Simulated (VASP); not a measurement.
# ZrB2 (P6/mmm) in VASP: settings compared

ZrB2 is run at these levels: r2SCAN+D3(BJ), PBE0, LDA, PBEsol, RPBE; tasks: single point.

All numbers are computed with VASP 6.6.1; they aren't measurements. Logs are shortened: lines on timing, memory, paths and dates and some standing lists are left out, and cuts for length are marked.

## (1) The cell of the first run

It takes space group P6/mmm (No. 191, hexagonal). The conventional cell has a = 3.252 Å, b = 3.252 Å, c = 3.625 Å, α = 90.00°, β = 90.00°, γ = 120.00°. Zr (site symmetry 6/mmm) has 12 B at 2.61 Å and 6 Zr at 3.25 Å within 3.4 Å. B (site symmetry -6m2) has 3 B at 1.88 Å within 2.5 Å.

## (2) Single point, r2SCAN+D3(BJ), non-collinear spin, zero start, spin-orbit coupling (11.07 Å³/atom)

POSCAR

```
ZrB2
1.0
    3.2523742500      0.0000000000      0.0000000000
   -1.6261871250      2.8166387231      0.0000000000
    0.0000000000      0.0000000000      3.6248070100
Zr B
1 2
Direct
    0.0000000000      0.0000000000      0.0000000000
    0.6666666667      0.3333333333      0.5000000000
    0.3333333333      0.6666666667      0.5000000000
```

INCAR.step1

```
ALGO     = Normal         # electronic algorithm
EDIFF    = 1E-5           # SCF threshold, eV
ENCUT    = 550            # plane-wave cutoff, eV
GGA      = PE             # functional
GGA_COMPAT= False        
ISMEAR   = -1             # smearing method
LASPH    = True           # aspherical terms in the spheres
LCHARG   = False          # write CHGCAR
LMAXMIX  = 4              # l up to which the mixer works
LNONCOLLINEAR= True           # non-collinear magnetism
LREAL    = False          # projectors in reciprocal space
LSORBIT  = True           # spin-orbit coupling
LWAVE    = True           # write WAVECAR
MAGMOM   = 0 0 0 0 0 0 0 0 0 # initial moments
NBANDS   = 31             # bands
NELM     = 200            # most SCF steps
PREC     = Accurate       # precision mode
SIGMA    = 0.15           # smearing width, eV
```

INCAR.step2

```
ALGO     = Normal         # electronic algorithm
EDIFF    = 1E-6           # SCF threshold, eV
ENCUT    = 550            # plane-wave cutoff, eV
GGA_COMPAT= False        
ISIF     = 2              # what is computed and relaxed
ISMEAR   = -1             # smearing method
ISTART   = 1            
IVDW     = 12             # dispersion correction
LASPH    = True           # aspherical terms in the spheres
LCHARG   = True           # write CHGCAR
LMAXMIX  = 4              # l up to which the mixer works
LMIXTAU  = True         
LNONCOLLINEAR= True           # non-collinear magnetism
LORBIT   = 11             # projections on sites
LORBMOM  = True         
LREAL    = False          # projectors in reciprocal space
LSORBIT  = True           # spin-orbit coupling
LVHAR    = True         
LWAVE    = False          # write WAVECAR
MAGMOM   = 0 0 0 0 0 0 0 0 0 # initial moments
METAGGA  = R2SCAN         # meta-GGA
NBANDS   = 31             # bands
NELM     = 200            # most SCF steps
PREC     = Accurate       # precision mode
SIGMA    = 0.15           # smearing width, eV
VDW_A1   = 0.49484001   
VDW_A2   = 5.73083694   
VDW_S6   = 1.0          
VDW_S8   = 0.78981345
```

KPOINTS

```
k-points
0
Gamma
  10 10 8
```

Potentials or basis: VASP PAW PBE potentials, release 64 (Zr_sv, B).

Run with:

```bash
cat potpaw_PBE.64/Zr_sv/POTCAR potpaw_PBE.64/B/POTCAR > POTCAR
cp INCAR.step1 INCAR
mpirun -np 1 vasp_ncl > vasp.out
cp INCAR.step2 INCAR
mpirun -np 1 vasp_ncl > vasp.out
```

OUTCAR:

```text
EDIFF = 1E-6
   ENCUT = 550
   ISIF = 2
   ISMEAR = -1
   ISTART = 1
   IVDW = 12
   LASPH = True
   LNONCOLLINEAR = True
   LORBIT = 11
   LREAL = False
   LSORBIT = True
   METAGGA = R2SCAN
   NELM = 200
   PREC = Accurate
 IVDW          = 12

 ion  position               nearest neighbor table
   1  0.000  0.000  0.000-   2 2.61   3 2.61   2 2.61   3 2.61   3 2.61   3 2.61   2 2.61   2 2.61
                             2 2.61   2 2.61   3 2.61   3 2.61
   2  0.667  0.333  0.500-   3 1.88   3 1.88   3 1.88   1 2.61   1 2.61   1 2.61   1 2.61   1 2.61
                             1 2.61
   3  0.333  0.667  0.500-   2 1.88   2 1.88   2 1.88   1 2.61   1 2.61   1 2.61   1 2.61   1 2.61
                             1 2.61

  LATTYP: Found a hexagonal cell.
 ALAT       =     3.2523742500
 C/A-ratio  =     1.1145110407

  Lattice vectors:

 A1 = (   3.2523742500,   0.0000000000,   0.0000000000)
 A2 = (  -1.6261871250,   2.8166387231,   0.0000000000)
 A3 = (   0.0000000000,   0.0000000000,   3.6248070100)

Analysis of symmetry for initial positions (statically):
=====================================================================
 Subroutine PRICEL returns:
 Original cell was already a primitive cell.

 Routine SETGRP: Setting up the symmetry group for a
 hexagonal supercell.

 Subroutine GETGRP returns: Found 24 space group operations
 (whereof 24 operations were pure point group operations)
 out of a pool of 24 trial point group operations.

The static configuration has the point symmetry D_6h.

Analysis of symmetry for dynamics (positions and initial velocities):
=====================================================================
 Subroutine PRICEL returns:
 Original cell was already a primitive cell.

 Routine SETGRP: Setting up the symmetry group for a
 hexagonal supercell.

 Subroutine GETGRP returns: Found 24 space group operations
 (whereof 24 operations were pure point group operations)
 out of a pool of 24 trial point group operations.

The dynamic configuration has the point symmetry D_6h.

Analysis of structural, dynamic, and magnetic symmetry:
=====================================================================
 Subroutine PRICEL returns:
 Original cell was already a primitive cell.

 Routine SETGRP: Setting up the symmetry group for a
 hexagonal supercell.

 Subroutine GETGRP returns: Found 24 space group operations
 (whereof 24 operations were pure point group operations)
 out of a pool of 24 trial point group operations.

The overall configuration has the point symmetry D_6h.

 Subroutine INISYM returns: Found 24 space group operations
 (whereof 24 operations are pure point group operations),
 and found     1 'primitive' translations

----------------------------------------------------------------------------------------

                                     Primitive cell

  volume of cell :      33.2060

  direct lattice vectors                    reciprocal lattice vectors
     3.252374250  0.000000000  0.000000000     0.307467691  0.177516554  0.000000000
    -1.626187125  2.816638723  0.000000000     0.000000000  0.355033108  0.000000000
     0.000000000  0.000000000  3.624807010     0.000000000  0.000000000  0.275876756

  length of vectors
     3.252374250  3.252374250  3.624807010     0.355033108  0.355033108  0.275876756

  position of ions in fractional coordinates (direct lattice)
     0.000000000  0.000000000  0.000000000
     0.666666667  0.333333333  0.500000000
     0.333333333  0.666666667  0.500000000

  ion indices of the primitive-cell ions
   primitive index   ion index
                 1           1
                 2           2
                 3           3

----------------------------------------------------------------------------------------

 KPOINTS: k-points

Automatic generation of k-mesh.
 Grid dimensions read from file:
 generate k-points for:   10   10    8

 Generating k-lattice:

[... 85 lines left out ...]
   LORBIT       =     11    0 simple, 1 ext, 2 COOP (PROOUT), +10 PAW based schemes
   METAGGA = R2SCAN    functional components
   LHFCALC =     F    Hartree Fock is set to
   AEXX    =    0.0000 exact exchange contribution
   IVDW    =    12    specifies the selected vdW correction
   LEPSILON=     F    determine dielectric tensor
   LRPA    =     F    only Hartree local field effects (RPA)
  energy-cutoff  :      550.00
  volume of cell :       33.21
 maximum number of plane-waves:      1994
 NGX is ok and might be reduce to    28
   NGX = 13   NGY = 13   NGZ = 13

 number of electron      18.0000000 magnetization      -0.0000000      0.0000000      0.0000000

 number of electron      18.0000000 magnetization       0.0000000     -0.0000000     -0.0000000

 Free energy of the ion-electron system (eV)
  ---------------------------------------------------
  ext. energy  EPLUGINS =         0.00000000
  ---------------------------------------------------
  free energy    TOTEN  =       -40.59193918 eV

  energy without entropy =      -40.56726457  energy(sigma->0) =      -40.57960187

 E-fermi :   9.7801     XC(G=0): -12.9747

 val. band max:        9.7247993265   @ k =   0.2000   0.2000   0.1250
 cond. band min:       9.9063009332   @ k =   0.1000  -0.0000   0.5000
 fundamental gap:      0.1815016067
 Fermi energy:         9.7800842812

 k-point     1 :       0.0000    0.0000    0.0000
  band No.  band energies     occupation
      1     -40.8601      1.00000
      2     -40.8601      1.00000
      3     -19.1942      1.00000
      4     -19.1942      1.00000
      5     -17.5644      1.00000
      6     -17.5644      1.00000
[... 781 lines left out ...]
     29      17.6296      0.00000
     30      17.6296      0.00000

 [... further k-points ...]

 [bands above 30 left out]

------------------------ aborting loop because EDIFF is reached ----------------------------------------

 Edisp (eV)   -0.50981

 E8    (eV) :    -0.1777

  FORCE on cell =-STRESS in cart. coord.  units (eV):
  Direction    XX          YY          ZZ          XY          YZ          ZX
  --------------------------------------------------------------------------------------
  -------------------------------------------------------------------------------------
  Total      -3.97161    -3.97161    -3.23635     0.00000    -0.00000     0.00000
  in kB    -191.62855  -191.62855  -156.15270     0.00000    -0.00000     0.00000
  external pressure =     -179.80 kB  Pullay stress =        0.00 kB

 VOLUME and BASIS-vectors are now :
 -----------------------------------------------------------------------------
  energy-cutoff  :      550.00
  volume of cell :       33.21
      direct lattice vectors                 reciprocal lattice vectors
     3.252374250  0.000000000  0.000000000     0.307467691  0.177516554  0.000000000
    -1.626187125  2.816638723  0.000000000     0.000000000  0.355033108  0.000000000
     0.000000000  0.000000000  3.624807010     0.000000000  0.000000000  0.275876756

 POSITION                                       TOTAL-FORCE (eV/Angst)
 -----------------------------------------------------------------------------------
      0.00000      0.00000      0.00000        -0.000000     -0.000000     -0.000000
      1.62619      0.93888      1.81240         0.000000     -0.000000      0.000000
     -0.00000      1.87776      1.81240        -0.000000      0.000000     -0.000000
 -----------------------------------------------------------------------------------
    total drift:                               -0.000000      0.000000      0.000000

  FREE ENERGIE OF THE ION-ELECTRON SYSTEM (eV)
  ---------------------------------------------------
  free  energy   TOTEN  =       -41.1017478710 eV

  energy  without entropy=      -41.0770732549  energy(sigma->0) =      -41.08941056

 orbital moment (x)

 # of ion     p       d       tot
 ----------------------------------------
  1         0.000  -0.000  -0.000
  2        -0.000   0.000  -0.000
  3         0.000   0.000   0.000
 ----------------------------------------
           -0.000  -0.000  -0.000

 orbital moment (y)

 # of ion     p       d       tot
 ----------------------------------------
  1         0.000  -0.000  -0.000
  2         0.000   0.000   0.000
  3         0.000   0.000   0.000
 ----------------------------------------
            0.000  -0.000   0.000

 orbital moment (z)

 # of ion     p       d       tot
 ----------------------------------------
  1         0.000   0.000   0.000
  2         0.000   0.000   0.000
  3         0.000   0.000   0.000
 ----------------------------------------
            0.000   0.000   0.000

 Spin-Orbit-Coupling matrix elements

 Ion:    1  E_soc:     -0.1326974
 l=   1
     0.0000000    -0.0214033    -0.0215100
    -0.0214033     0.0000000    -0.0214033
    -0.0215100    -0.0214033     0.0000000
 l=   2
     0.0000000    -0.0001326     0.0000000    -0.0001326    -0.0006670
    -0.0001326     0.0000000    -0.0003632    -0.0001080    -0.0001326
     0.0000000    -0.0003632     0.0000000    -0.0003632     0.0000000
    -0.0001326    -0.0001080    -0.0003632     0.0000000    -0.0001326
    -0.0006670    -0.0001326     0.0000000    -0.0001326     0.0000000
 l=   3
     0.0000000     0.0000000     0.0000000     0.0000000     0.0000000     0.0000000     0.0000000
     0.0000000     0.0000000     0.0000000     0.0000000     0.0000000     0.0000000     0.0000000
     0.0000000     0.0000000     0.0000000     0.0000000     0.0000000     0.0000000     0.0000000
     0.0000000     0.0000000     0.0000000     0.0000000     0.0000000     0.0000000     0.0000000
[... 29 lines left out ...]
 l=   2
     0.0000000     0.0000000     0.0000000     0.0000000     0.0000000
     0.0000000     0.0000000     0.0000000     0.0000000     0.0000000
     0.0000000     0.0000000     0.0000000     0.0000000     0.0000000
     0.0000000     0.0000000     0.0000000     0.0000000     0.0000000
     0.0000000     0.0000000     0.0000000     0.0000000     0.0000000
 l=   3
     0.0000000     0.0000000     0.0000000     0.0000000     0.0000000     0.0000000     0.0000000
     0.0000000     0.0000000     0.0000000     0.0000000     0.0000000     0.0000000     0.0000000
     0.0000000     0.0000000     0.0000000     0.0000000     0.0000000     0.0000000     0.0000000
     0.0000000     0.0000000     0.0000000     0.0000000     0.0000000     0.0000000     0.0000000
     0.0000000     0.0000000     0.0000000     0.0000000     0.0000000     0.0000000     0.0000000
     0.0000000     0.0000000     0.0000000     0.0000000     0.0000000     0.0000000     0.0000000
     0.0000000     0.0000000     0.0000000     0.0000000     0.0000000     0.0000000     0.0000000

 total charge

# of ion       s       p       d       tot
------------------------------------------
    1        2.150   6.017   1.640   9.807
    2        0.661   1.170   0.000   1.831
    3        0.661   1.170   0.000   1.831
--------------------------------------------------
tot          3.473   8.356   1.640  13.470

 magnetization (x)

# of ion       s       p       d       tot
------------------------------------------
    1       -0.000   0.000  -0.000  -0.000
    2       -0.000  -0.000   0.000  -0.000
    3       -0.000   0.000   0.000  -0.000
--------------------------------------------------
tot         -0.000  -0.000  -0.000  -0.000

 magnetization (y)

# of ion       s       p       d       tot
------------------------------------------
    1        0.000   0.000   0.000   0.000
    2        0.000   0.000   0.000   0.000
    3        0.000   0.000   0.000   0.000
--------------------------------------------------
tot          0.000   0.000   0.000   0.000

 magnetization (z)

# of ion       s       p       d       tot
------------------------------------------
    1        0.000   0.000  -0.000   0.000
    2        0.000   0.000   0.000   0.000
    3        0.000   0.000   0.000   0.000
--------------------------------------------------
tot          0.000   0.000  -0.000   0.000
```

Run time: 24 min. Hardware: 1 thread of AMD EPYC 7R43 (Zen 3), shared host; peak memory 0.31 GiB.

Results:

```
Free energy                                           : -41.1017 eV
Pressure                                              : -18.0 GPa
Net moment                                            : 0.00 μB per cell
Valence electrons inside the program's atomic spheres : Zr 9.81; B 1.83
Dispersion energy per atom                            : -0.170 eV
```

Stress tensor (GPa, compression positive):
```
-19.16   0.00   0.00
  0.00 -19.16   0.00
  0.00   0.00 -15.62
```

Moments on the atoms (μB; x, y, z):
```
Zr  0.00 0.00 0.00
B   0.00 0.00 0.00
B   0.00 0.00 0.00
```

Caveat: the cell stands under tension; the PAW data sets were made with another functional, which shifts forces and pressure a little.

## (3) Single point, PBE0

This run uses another cell than the first one, of 10.25 Å³/atom.

POSCAR

```
ZrB2
1.0
    3.1700000000      0.0000000000      0.0000000000
   -1.5850000000      2.7453005300      0.0000000000
    0.0000000000      0.0000000000      3.5330000000
Zr B
1 2
Direct
    0.0000000000      0.0000000000      0.0000000000
    0.6666666667      0.3333333333      0.5000000000
    0.3333333333      0.6666666667      0.5000000000
```

INCAR.step1

```
PREC = Accurate
ENCUT = 420
EDIFF = 1E-5
ISMEAR = -1
SIGMA = 0.1
LREAL = F
LASPH = T
NELM = 120
ALGO = Normal
ISIF = 2
LWAVE = T
LCHARG = F
GGA = PE
NBANDS = 16
GGA_COMPAT = F
```

INCAR.step2

```
PREC = Accurate
ENCUT = 420
EDIFF = 1E-6
ISMEAR = -1
SIGMA = 0.1
LREAL = F
LASPH = T
NELM = 120
ALGO = Normal
ISIF = 2
LWAVE = F
LCHARG = F
GGA = PE
LHFCALC = T
AEXX = 0.25
PRECFOCK = Normal
ISTART = 1
NBANDS = 16
GGA_COMPAT = F
```

KPOINTS

```
Automatic mesh
0
Gamma
  6 6 5
```

Potentials or basis: VASP PAW PBE potentials, release 64 (Zr_sv, B).

Run with:

```bash
cat potpaw_PBE.64/Zr_sv/POTCAR potpaw_PBE.64/B/POTCAR > POTCAR
cp INCAR.step1 INCAR
mpirun -np 1 vasp_std > vasp.out
cp INCAR.step2 INCAR
mpirun -np 1 vasp_std > vasp.out
```

Wall time 27 min (1 thread of AMD EPYC 7R43 (Zen 3), shared host); peak memory 0.11 GiB.

It converged, with:

```yaml
Free_energy: -29.6602 eV
Pressure: -2.1 GPa
Band_gap_on_the_k_mesh: zero (bands 9 and 10 overlap by 1.12 eV)
```

Stress tensor (GPa, compression positive):
```
-1.70  0.00  0.00
 0.00 -1.70  0.00
 0.00  0.00 -3.02
```

Levels at points of the mesh, in eV from the Fermi level:
| k point | band 7 | band 8 | band 9 | band 10 | band 11 | band 12 |
| --- | --- | --- | --- | --- | --- | --- |
| (0.00, 0.00, 0.00) | -3.34 | -3.15 | -3.13 | 4.64 | 4.64 | 5.46 |
| (0.50, 0.00, 0.00) | -4.71 | -3.89 | -3.25 | 3.04 | 3.37 | 6.29 |

Caveat: the k points lie up to 0.38 Å⁻¹ apart, too coarse for converged energies and pressures of a metal; the PAW data sets were made with another functional, which shifts forces and pressure a little.

## (4) Single point, LDA

This run uses another cell than the first one, of 10.25 Å³/atom.

INCAR

```
PREC = Accurate
ENCUT = 520
EDIFF = 1E-7
ISMEAR = -1
SIGMA = 0.05
LREAL = False
LASPH = True
NELM = 80
ALGO = Normal
ISIF = 2
LWAVE = False
LCHARG = False
NBANDS = 16
```

KPOINTS

```
regular mesh
0
Gamma
  6 6 4
```

POSCAR is that of step 3.

Potentials or basis: VASP PAW LDA potentials, release 64 (Zr_sv, B).

Run with:

```bash
cat potpaw_LDA.64/Zr_sv/POTCAR potpaw_LDA.64/B/POTCAR > POTCAR
mpirun -np 1 vasp_std > vasp.out
```

OUTCAR:

```text
PREC = Accurate
   ENCUT = 520
   EDIFF = 1E-7
   ISMEAR = -1
   LREAL = False
   LASPH = True
   NELM = 80
   ISIF = 2

 ion  position               nearest neighbor table
   1  0.000  0.000  0.000-   2 2.54   3 2.54   2 2.54   3 2.54   2 2.54   2 2.54   3 2.54   3 2.54
                             2 2.54   2 2.54   3 2.54   3 2.54
   2  0.667  0.333  0.500-   3 1.83   3 1.83   3 1.83   1 2.54   1 2.54   1 2.54   1 2.54   1 2.54
                             1 2.54
   3  0.333  0.667  0.500-   2 1.83   2 1.83   2 1.83   1 2.54   1 2.54   1 2.54   1 2.54   1 2.54
                             1 2.54

  LATTYP: Found a hexagonal cell.
 ALAT       =     3.1700000000
[... 590 lines left out ...]
  --------------------------------------------------------------------------------------
  -------------------------------------------------------------------------------------
  Total       -1.4542222     -1.4542222     -1.7924360      0.0000000     -0.0000000     -0.0000000
  in kB      -75.7789459    -75.7789459    -93.4031341      0.0000000     -0.0000000     -0.0000000
  external PRESSURE =     -81.6536753 kB  Pullay stress =       0.0000000 kB

 VOLUME and BASIS-vectors are now :
 -----------------------------------------------------------------------------
  energy-cutoff  :      520.00
  volume of cell :       30.75
      direct lattice vectors                 reciprocal lattice vectors
     3.170000000  0.000000000  0.000000000     0.315457413  0.182129422  0.000000000
    -1.585000000  2.745300530  0.000000000     0.000000000  0.364258845  0.000000000
     0.000000000  0.000000000  3.533000000     0.000000000  0.000000000  0.283045570

 POSITION                                       TOTAL-FORCE (eV/Angst)
 -----------------------------------------------------------------------------------
      0.00000      0.00000      0.00000         0.000000      0.000000      0.000000
      1.58500      0.91510      1.76650         0.000000      0.000000      0.000000
     -0.00000      1.83020      1.76650        -0.000000      0.000000      0.000000
 -----------------------------------------------------------------------------------
    total drift:                               -0.000000      0.000000     -0.000000

  FREE ENERGIE OF THE ION-ELECTRON SYSTEM (eV)
  ---------------------------------------------------
  free  energy   TOTEN  =       -27.4096937925 eV

  energy  without entropy=      -27.4048061259  energy(sigma->0) =      -27.40724996
```

Run time: 6.5 s. Hardware: 1 thread of Intel Xeon 6975P-C (Granite Rapids), shared host; peak memory 0.13 GiB.

What came out:

```
Free energy            : -27.4097 eV
Pressure               : -8.2 GPa
Band gap on the k mesh : zero (bands 9 and 10 overlap by 0.60 eV)
```

Stress tensor (GPa, compression positive):
```
-7.58  0.00  0.00
 0.00 -7.58  0.00
 0.00  0.00 -9.34
```

Levels at points of the mesh, in eV from the Fermi level:
| k point | band 7 | band 8 | band 9 | band 10 | band 11 | band 12 |
| --- | --- | --- | --- | --- | --- | --- |
| (0.00, 0.00, 0.00) | -2.28 | -2.25 | -1.96 | 3.71 | 3.71 | 4.49 |
| (0.50, 0.00, 0.00) | -3.55 | -2.69 | -2.34 | 2.58 | 2.62 | 5.26 |
| (0.00, 0.00, 0.50) | -0.62 | -0.62 | 0.65 | 0.65 | 1.11 | 1.11 |
| (0.50, 0.00, 0.50) | -4.26 | -3.77 | -1.60 | 4.04 | 4.51 | 5.64 |

Caveat: the k points lie up to 0.44 Å⁻¹ apart, too coarse for converged energies and pressures of a metal.

(Continued in part 2 of 2.)

The gap in the log of VASP goes by the Fermi energy; the results here count the filled bands.